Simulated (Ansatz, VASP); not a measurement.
## One calculation of Tc, two programs

```xyz
2
Lattice="2.7400 0.0000 0.0000 -1.3700 2.3729 0.0000 0.0000 0.0000 4.3980" Properties=species:S:1:pos:R:3 pbc="T T T"
Tc    1.3700    0.7910    3.2985
Tc    0.0000    1.5819    1.0995
```

Alike in both runs: task single point; functional r2SCAN; k mesh 11 × 11 × 6; occupations fermi-dirac, width 0.05 eV; no spin polarisation.

|  | VASP | Ansatz |
| --- | --- | --- |
| version | VASP 6.6.1 | Ansatz 0.2.0 |
| potentials or method | VASP PAW PBE potentials, release 64 (Tc_sv) | Ansatz PAW earlier set |
| plane-wave cutoff (eV) | 620 | 500 |
| valence electrons in the cell | 30 | 30 |

VASP gave:

* gap on the k mesh at the Fermi level (eV): none
* pressure (GPa): -2.1
* traceless stress, the component that is largest in VASP (GPa): 0.18

**Question.** Which values does Ansatz return?

**Answer.** gap on the k mesh at the Fermi level (eV): none; pressure (GPa): -2.2; traceless stress, the component that is largest in VASP (GPa): 0.23.

VASP's potentials were made for PBE, not for r2SCAN. A gap of «none» marks a metal or a gap that the smearing closes.
